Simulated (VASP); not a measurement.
# In (P6_3/mmc) in VASP: a series of runs

Runs on In. Level: revPBE. Tasks: single point.

Program: VASP 6.6.1. These are calculated values, not measurements. Logs are shortened: lines on timing, memory, paths and dates and some standing lists are left out, and cuts for length are marked.

### 1 The cell of the first run

The structure is hexagonal, space group P6_3/mmc (No. 194). The conventional cell has a = 3.347 Å, b = 3.347 Å, c = 5.433 Å, α = 90.00°, β = 90.00°, γ = 120.00°. Within 4.4 Å of In (site symmetry -6m2) lie 12 In at 3.33 to 3.35 Å.

This isn't the form of In at room conditions, which is tetragonal.

### 2 Single point, revPBE (26.35 Å³/atom)

Input file INCAR:

```
  ALGO = Normal
  EDIFF = 1E-7
  ENCUT = 520
  GGA = RE
  ISIF = 2
  ISMEAR = -1
  LASPH = True
  LCHARG = False
  LREAL = False
  LWAVE = False
  NBANDS = 20
  NELM = 80
  PREC = Accurate
  SIGMA = 0.1
```

Input file KPOINTS:

```
k-points
0
Gamma
  12 12 7
```

Input file POSCAR:

```
In
1.0
    3.3470617414      0.0000000000      0.0000000000
   -1.6735308707      2.8986404961      0.0000000000
    0.0000000000      0.0000000000      5.4326996166
In
2
Direct
    0.3333333333      0.6666666667      0.2500000000
    0.6666666667      0.3333333333      0.7500000000
```

Potentials or basis: VASP PAW PBE potentials, release 64 (In_d).

Started as:

```
> cat potpaw_PBE.64/In_d/POTCAR > POTCAR
> mpirun -np 1 vasp_std > vasp.out
```

OUTCAR:

```text
EDIFF = 1E-7
   ENCUT = 520
   GGA = RE
   ISIF = 2
   ISMEAR = -1
   LASPH = True
   LREAL = False
   NELM = 80
   PREC = Accurate

 ion  position               nearest neighbor table
   1  0.333  0.667  0.250-   2 3.33   2 3.33   2 3.33   2 3.33   2 3.33   2 3.33
   2  0.667  0.333  0.750-   1 3.33   1 3.33   1 3.33   1 3.33   1 3.33   1 3.33

  LATTYP: Found a hexagonal cell.
 ALAT       =     3.3470617414
 C/A-ratio  =     1.6231250082

  Lattice vectors:

 A1 = (   3.3470617414,   0.0000000000,   0.0000000000)
 A2 = (  -1.6735308707,   2.8986404961,   0.0000000000)
 A3 = (   0.0000000000,   0.0000000000,   5.4326996166)

Analysis of symmetry for initial positions (statically):
=====================================================================
 Subroutine PRICEL returns:
 Original cell was already a primitive cell.

 Routine SETGRP: Setting up the symmetry group for a
 hexagonal supercell.

 Subroutine GETGRP returns: Found 24 space group operations
 (whereof 12 operations were pure point group operations)
 out of a pool of 24 trial point group operations.

The static configuration has the point symmetry D_3d.
 The point group associated with its full space group is D_6h.

Analysis of symmetry for dynamics (positions and initial velocities):
=====================================================================
 Subroutine PRICEL returns:
 Original cell was already a primitive cell.

 Routine SETGRP: Setting up the symmetry group for a
 hexagonal supercell.

 Subroutine GETGRP returns: Found 24 space group operations
 (whereof 12 operations were pure point group operations)
 out of a pool of 24 trial point group operations.

The dynamic configuration has the point symmetry D_3d.
 The point group associated with its full space group is D_6h.

 Subroutine INISYM returns: Found 24 space group operations
 (whereof 12 operations are pure point group operations),
 and found     1 'primitive' translations

----------------------------------------------------------------------------------------

                                     Primitive cell

  volume of cell :      52.7077

  direct lattice vectors                    reciprocal lattice vectors
     3.347061741  0.000000000  0.000000000     0.298769511  0.172494658  0.000000000
    -1.673530871  2.898640496  0.000000000     0.000000000  0.344989315  0.000000000
     0.000000000  0.000000000  5.432699617     0.000000000  0.000000000  0.184070549

  length of vectors
     3.347061741  3.347061741  5.432699617     0.344989315  0.344989315  0.184070549

  position of ions in fractional coordinates (direct lattice)
     0.333333333  0.666666667  0.250000000
     0.666666667  0.333333333  0.750000000

  ion indices of the primitive-cell ions
   primitive index   ion index
                 1           1
                 2           2

----------------------------------------------------------------------------------------

 KPOINTS: k-points

Automatic generation of k-mesh.
 Grid dimensions read from file:
 generate k-points for:   12   12    7

 Generating k-lattice:

  Cartesian coordinates                     Fractional coordinates (reciprocal lattice)
     0.024897459  0.014374555  0.000000000     0.083333333 -0.000000000  0.000000000
     0.000000000  0.028749110  0.000000000     0.000000000  0.083333333  0.000000000
     0.000000000  0.000000000  0.026295793     0.000000000  0.000000000  0.142857143

  Length of vectors
     0.028749110  0.028749110  0.026295793

  Shift w.r.t. Gamma in fractional coordinates (k-lattice)
     0.000000000  0.000000000  0.000000000

 Subroutine IBZKPT returns following result:
 ===========================================

 Found     76 irreducible k-points:

 Following reciprocal coordinates:
            Coordinates               Weight
  0.000000  0.000000  0.000000      1.000000
  0.083333 -0.000000  0.000000      6.000000
  0.166667  0.000000  0.000000      6.000000
  0.250000 -0.000000  0.000000      6.000000
  0.333333 -0.000000  0.000000      6.000000
  0.416667 -0.000000  0.000000      6.000000
[... 16 lines left out ...]
  0.250000 -0.000000  0.142857     12.000000
  0.333333 -0.000000  0.142857     12.000000
 [... further k-points ...]
   k-points           NKPTS =     76   k-points in BZ     NKDIM =     76   number of bands    NBANDS=     20
   number of dos      NEDOS =    301   number of ions     NIONS =      2
   total plane-waves  NPLWV =  31360
   dimension x,y,z NGX =    28 NGY =   28 NGZ =   40
   dimension x,y,z NGXF=    56 NGYF=   56 NGZF=   80
   ions per type =               2
   NGX,Y,Z   is equivalent  to a cutoff of  13.91, 13.91, 12.24 a.u.
   NGXF,Y,Z  is equivalent  to a cutoff of  27.81, 27.81, 24.48 a.u.
 SYSTEM =  unknown system
   PREC   = accura    normal or accurate (medium, high low for compatibility)
   ISTART =      0    job   : 0-new  1-cont  2-samecut
   ICHARG =      2    charge: 1-file 2-atom 10-const
   ISPIN  =      1    spin polarized calculation?
   LNONCOLLINEAR =      F non collinear calculations
   LSORBIT =      F    spin-orbit coupling
   LASPH  =      T    aspherical Exc in radial PAW
   ENCUT  =  520.0 eV  38.22 Ry    6.18 a.u.   6.22  6.22 10.10*2*pi/ulx,y,z
   NELM   =     80;   NELMIN=  2; NELMDL= -5     # of ELM steps
   EDIFF  = 0.1E-06   stopping-criterion for ELM
   LREAL  =      F    real-space projection
   EDIFFG = 0.1E-05   stopping-criterion for IOM
   NSW    =      0    number of steps for IOM
   IBRION =     -1    ionic relax: 0-MD 1-quasi-New 2-CG
   NFREE  =      0    steps in history (QN), initial steepest desc. (CG)
   ISIF   =      2    stress and relaxation
   ISYM   =      2    0-nonsym 1-usesym 2-fastsym
   POTIM  = 0.5000    time-step for ionic-motion
   TEBEG  =    0.0;   TEEND  =   0.0 temperature during run
   PSTRESS=    0.0 pullay stress
   NELECT =      26.0000    total number of electrons
   NUPDOWN=      -1.0000    fix difference up-down
   EMIN   =  10.00;   EMAX   =-10.00  energy-range for DOS
   EFERMI =   0.00;   METHOD = LEGACY
   ISMEAR =    -1;   SIGMA  =   0.10  broadening in eV -4-tet -1-fermi 0-gaus
   EFERMI_NEDOS =   21; number of points for ismear=-14 and -15
   IALGO  =     38    algorithm
   IMIX   =      4    mixing-type and parameters
     AMIX     =   0.40;   BMIX     =  1.00
     AMIX_MAG =   1.60;   BMIX_MAG =  1.00
  volume/ion in A,a.u.               =      26.35       177.84
  Fermi-wavevector in a.u.,A,eV,Ry     =   1.293525  2.444407 22.765348  1.673206
  Thomas-Fermi vector in A             =   2.425165
   LORBIT       =      0    0 simple, 1 ext, 2 COOP (PROOUT), +10 PAW based schemes
   GGA     = RE    functional components
   LHFCALC =     F    Hartree Fock is set to
   AEXX    =    0.0000 exact exchange contribution
   IVDW    =     0    specifies the selected vdW correction
   LEPSILON=     F    determine dielectric tensor
   LRPA    =     F    only Hartree local field effects (RPA)
 non-spin polarized calculation
  energy-cutoff  :      520.00
  volume of cell :       52.71
 maximum number of plane-waves:      1448
 NGX is ok and might be reduce to    28
   NGX = 13   NGY = 13   NGZ = 21

 number of electron      25.9999994 magnetization

 Free energy of the ion-electron system (eV)
  ---------------------------------------------------
  ext. energy  EPLUGINS =         0.00000000
  ---------------------------------------------------
  free energy    TOTEN  =        -4.48697131 eV

  energy without entropy =       -4.45958607  energy(sigma->0) =       -4.47327869

 E-fermi :   7.5669     XC(G=0): -10.1502

 val. band max:        7.5491746019   @ k =   0.3333   0.3333   0.4286
 cond. band min:       7.5912985393   @ k =   0.2500   0.1667   0.2857
 fundamental gap:      0.0421239375
 Fermi energy:         7.5669368065

 k-point     1 :       0.0000    0.0000    0.0000
  band No.  band energies     occupation
      1      -7.1916      2.00000
      2      -7.1238      2.00000
      3      -7.0998      2.00000
      4      -7.0998      2.00000
      5      -7.0710      2.00000
      6      -7.0710      2.00000
[... 12 lines left out ...]
     19      18.3603      0.00000
     20      18.7380      0.00000

 k-point     2 :       0.0833   -0.0000    0.0000
  band No.  band energies     occupation
      1      -7.1840      2.00000
      2      -7.1324      2.00000
      3      -7.0849      2.00000
      4      -7.0810      2.00000
      5      -7.0689      2.00000
      6      -7.0532      2.00000
[... 12 lines left out ...]
     19      18.7526      0.00000
     20      19.3513      0.00000

 k-point     3 :       0.1667    0.0000    0.0000
  band No.  band energies     occupation
      1      -7.1955      2.00000
      2      -7.1216      2.00000
      3      -7.0794      2.00000
      4      -7.0605      2.00000
      5      -7.0483      2.00000
      6      -7.0313      2.00000
[... 12 lines left out ...]
     19      18.1398      0.00000
     20      19.3745      0.00000

 k-point     4 :       0.2500   -0.0000    0.0000
  band No.  band energies     occupation
      1      -7.2350      2.00000
      2      -7.1125      2.00000
      3      -7.1070      2.00000
      4      -7.0738      2.00000
      5      -7.0595      2.00000
      6      -6.9665      2.00000
[... 12 lines left out ...]
     19      17.3601      0.00000
     20      18.8337      0.00000

 k-point     5 :       0.3333   -0.0000    0.0000
  band No.  band energies     occupation
      1      -7.2756      2.00000
      2      -7.1584      2.00000
      3      -7.1292      2.00000
      4      -7.0974      2.00000
      5      -7.0179      2.00000
      6      -6.9605      2.00000
[... 12 lines left out ...]
     19      16.6082      0.00000
     20      18.1964      0.00000

 k-point     6 :       0.4167   -0.0000    0.0000
  band No.  band energies     occupation
      1      -7.3049      2.00000
      2      -7.1982      2.00000
      3      -7.1450      2.00000
      4      -7.1139      2.00000
      5      -6.9867      2.00000
      6      -6.9836      2.00000
[... 12 lines left out ...]
     19      16.1122      0.00000
     20      17.7939      0.00000

 k-point     7 :       0.5000   -0.0000    0.0000
  band No.  band energies     occupation
      1      -7.3155      2.00000
      2      -7.2130      2.00000
      3      -7.1511      2.00000
      4      -7.1198      2.00000
      5      -6.9914      2.00000
      6      -6.9755      2.00000
[... 12 lines left out ...]
     19      15.9408      0.00000
     20      17.6579      0.00000
[... 277 lines left out ...]
 k-point    20 :       0.0000    0.0000    0.1429
  band No.  band energies     occupation
      1      -7.1866      2.00000
      2      -7.1251      2.00000
      3      -7.1096      2.00000
      4      -7.1096      2.00000
      5      -7.0772      2.00000
      6      -7.0772      2.00000
[... 12 lines left out ...]
     19      18.3483      0.00000
     20      18.7227      0.00000

 k-point    21 :       0.0833   -0.0000    0.1429
  band No.  band energies     occupation
      1      -7.1801      2.00000
      2      -7.1306      2.00000
      3      -7.1019      2.00000
      4      -7.0935      2.00000
      5      -7.0758      2.00000
      6      -7.0594      2.00000
[... 12 lines left out ...]
     19      18.1658      0.00000
     20      19.1542      0.00000

 k-point    22 :       0.1667    0.0000    0.1429
  band No.  band energies     occupation
      1      -7.1927      2.00000
      2      -7.1210      2.00000
      3      -7.0998      2.00000
      4      -7.0682      2.00000
      5      -7.0628      2.00000
      6      -7.0102      2.00000
[... 12 lines left out ...]
     19      17.6391      0.00000
     20      19.0515      0.00000

 k-point    23 :       0.2500   -0.0000    0.1429
  band No.  band energies     occupation
      1      -7.2304      2.00000
      2      -7.1300      2.00000
      3      -7.1152      2.00000
      4      -7.0671      2.00000
      5      -7.0445      2.00000
      6      -6.9759      2.00000
[... 12 lines left out ...]
     19      16.8304      0.00000
     20      18.3021      0.00000

 k-point    24 :       0.3333   -0.0000    0.1429
  band No.  band energies     occupation
      1      -7.2690      2.00000
      2      -7.1738      2.00000
      3      -7.1324      2.00000
      4      -7.0855      2.00000
      5      -7.0132      2.00000
      6      -6.9803      2.00000
[... 12 lines left out ...]
     19      16.1051      0.00000
     20      17.7476      0.00000

 [... further k-points ...]

------------------------ aborting loop because EDIFF is reached ----------------------------------------

  FORCE on cell =-STRESS in cart. coord.  units (eV):
  Direction    XX          YY          ZZ          XY          YZ          ZX
  --------------------------------------------------------------------------------------
  -------------------------------------------------------------------------------------
  Total        1.0853718      1.0853718      0.8697246      0.0000000      0.0000000      0.0000000
  in kB       32.9925090     32.9925090     26.4373887      0.0000000      0.0000000      0.0000000
  external PRESSURE =      30.8074689 kB  Pullay stress =       0.0000000 kB

 VOLUME and BASIS-vectors are now :
 -----------------------------------------------------------------------------
  energy-cutoff  :      520.00
  volume of cell :       52.71
      direct lattice vectors                 reciprocal lattice vectors
     3.347061741  0.000000000  0.000000000     0.298769511  0.172494658  0.000000000
    -1.673530871  2.898640496  0.000000000     0.000000000  0.344989315  0.000000000
     0.000000000  0.000000000  5.432699617     0.000000000  0.000000000  0.184070549

 POSITION                                       TOTAL-FORCE (eV/Angst)
 -----------------------------------------------------------------------------------
     -0.00000      1.93243      1.35817        -0.000000      0.000000      0.000000
      1.67353      0.96621      4.07452         0.000000     -0.000000      0.000000
 -----------------------------------------------------------------------------------
    total drift:                               -0.000000      0.000000     -0.000000

  FREE ENERGIE OF THE ION-ELECTRON SYSTEM (eV)
  ---------------------------------------------------
  free  energy   TOTEN  =        -4.4869713130 eV

  energy  without entropy=       -4.4595860666  energy(sigma->0) =       -4.47327869
```

Wall time 1.8 min (1 thread of Intel Xeon 8259CL, shared host); peak memory 0.22 GiB.

Results:

* Free energy: -4.4870 eV
* Pressure: 3.1 GPa
* Band gap on the k mesh: zero (bands 13 and 14 overlap by 5.00 eV)

Caveat: the cell stands under pressure; the PAW data sets were made with another functional, which shifts forces and pressure a little; spin-orbit coupling is left out, which moves the levels of the heavy elements.

### 3 Single point, revPBE (27.50 Å³/atom)

This run uses another cell than the first one, of 27.50 Å³/atom.

Input file INCAR:

```
PREC = Accurate ; ENCUT = 520
EDIFF = 1E-6 ; ISMEAR = -1
SIGMA = 0.1 ; LREAL = False
LASPH = True ; NELM = 100
ALGO = Normal ; ISIF = 2
LWAVE = False ; LCHARG = False
GGA = RE ; NBANDS = 20
```

Input file KPOINTS:

```
Automatic mesh
0
Gamma
  12 12 7
```

Input file POSCAR:

```
In
1.0
    3.3948833701      0.0000000000      0.0000000000
   -1.6974416850      2.9400552414      0.0000000000
    0.0000000000      0.0000000000      5.5103200981
In
2
Direct
    0.3333333333      0.6666666667      0.2500000000
    0.6666666667      0.3333333333      0.7500000000
```

Potentials or basis: VASP PAW PBE potentials, release 64 (In_d).

Started as:

```
> cat potpaw_PBE.64/In_d/POTCAR > POTCAR
> mpirun -np 1 vasp_std > vasp.out
```

Run time: 88 s. Hardware: 1 thread of Intel Xeon 8259CL, shared host; peak memory 0.21 GiB.

It converged, with:

| Quantity | Value |
| --- | --- |
| Free energy | -4.5188 eV |
| Pressure | 1.3 GPa |
| Band gap on the k mesh | zero (bands 13 and 14 overlap by 4.77 eV) |

Stress tensor (GPa, compression positive):
```
1.52 0.00 0.00
0.00 1.52 0.00
0.00 0.00 0.88
```

Levels at points of the mesh, in eV from the Fermi level:
```tsv
k point	band 11	band 12	band 13	band 14	band 15	band 16
(0.00, 0.00, 0.00)	-9.22	-4.23	-3.18	7.93	7.93	9.72
(0.50, 0.00, 0.00)	-4.83	-4.05	0.10	0.45	0.91	2.87
```

Caveat: the PAW data sets were made with another functional, which shifts forces and pressure a little; spin-orbit coupling is left out, which moves the levels of the heavy elements.
